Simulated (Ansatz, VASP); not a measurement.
**Two plane-wave programs on Ru**

The input INCAR:

```
PREC = Accurate
ENCUT = 520
EDIFF = 1E-8
ISMEAR = -1
SIGMA = 0.05
LREAL = F
LASPH = T
NELM = 100
ALGO = Normal
ISIF = 2
LWAVE = F
LCHARG = F
GGA = PE
LEFG = T
NBANDS = 13
```

The input KPOINTS:

```
Automatic mesh
0
Gamma
  16 16 16
```

The input POSCAR:

```
Ru
1.0
    0.0000000000      1.8956552431      1.8956552431
    1.8956552431      0.0000000000      1.8956552431
    1.8956552431      1.8956552431      0.0000000000
Ru
1
Direct
    0.0000000000      0.0000000000      0.0000000000
```

Input for Ansatz:

```yaml
crystal:
  lattice:
    - [0.0, 1.8956552431, 1.8956552431]
    - [1.8956552431, 0.0, 1.8956552431]
    - [1.8956552431, 1.8956552431, 0.0]
  atoms:
    - { symbol: Ru, position: [0.0, 0.0, 0.0] }
kpoints:
  mp_grid: { grid: [16, 16, 16] }
scf:
  occupations: { method: fermi_dirac, width: 0.05 }
hamiltonian:
  xc: pbe
  pseudopotentials: { kind: paw }
output:
  forces: true
  stress: true
  eigenvalues: true
  efg: { contact_densities: true }
```

Change from the starting cell: volume scaled by 0.97, PAW files.

Alike in both runs: task electric field gradients; functional PBE; k mesh 16 × 16 × 16; occupations fermi-dirac, width 0.05 eV; no spin polarisation.

|  | VASP | Ansatz |
| --- | --- | --- |
| version | VASP 6.6.1 | Ansatz 0.2.0 |
| potentials or method | VASP PAW PBE potentials, release 64 (Ru_pv) | PAW with Ansatz's default frozen-core files, scalar-relativistic |
| plane-wave cutoff (eV) | 520 | 420 |
| valence electrons in the cell | 14 | 16 |

VASP gave:

| Item | Value |
| --- | --- |
| pressure (GPa) | 4.8 |

Q: What did Ansatz give for the same quantities?

A: Pressure (GPa): 4.9.

VASP's potentials hold 14 valence electrons a cell and Ansatz's 16, so a difference there can come from the potentials and not from the codes.
